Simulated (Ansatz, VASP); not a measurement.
**One calculation of MgI2, two programs**

```xyz
3
Lattice="4.1572 0.0000 0.0000 -2.0786 3.6003 0.0000 0.0000 0.0000 6.8733" Properties=species:S:1:pos:R:3 pbc="T T T"
Mg    0.0000    0.0000    0.0000
I     0.0000    2.4002    1.6676
I     2.0786    1.2001    5.2057
```

Alike in both runs: task single point; functional r2SCAN; k mesh 6 × 6 × 4; occupations gaussian, width 0.001 eV; no spin polarisation.

```csv
,VASP,Ansatz
version,VASP 6.6.1,Ansatz 0.2.0
potentials or method,"VASP PAW PBE potentials, release 64 (Mg, I)",plane waves
plane-wave cutoff (eV),660,500
valence electrons in the cell,16,44
```

|  | VASP | Ansatz | Ansatz less VASP |
| --- | --- | --- | --- |
| gap on the k mesh at the Fermi level (eV) | 4.10 | 4.13 | +0.033 |
| pressure (GPa) | 0.5 | 0.6 | +0.11 |
| rms of the force components (eV/Å) | 0.021 | 0.012 | -0.0087 |

VASP's potentials were made for PBE, not for r2SCAN. Atom by atom the forces differ by 0.009 eV/Å (rms over components). With one functional, cell and mesh, what is left measures potentials, basis and numerics. VASP's potentials hold 16 valence electrons a cell and Ansatz's 44, so a difference there can come from the potentials and not from the codes.

Neither program's run includes spin-orbit coupling.
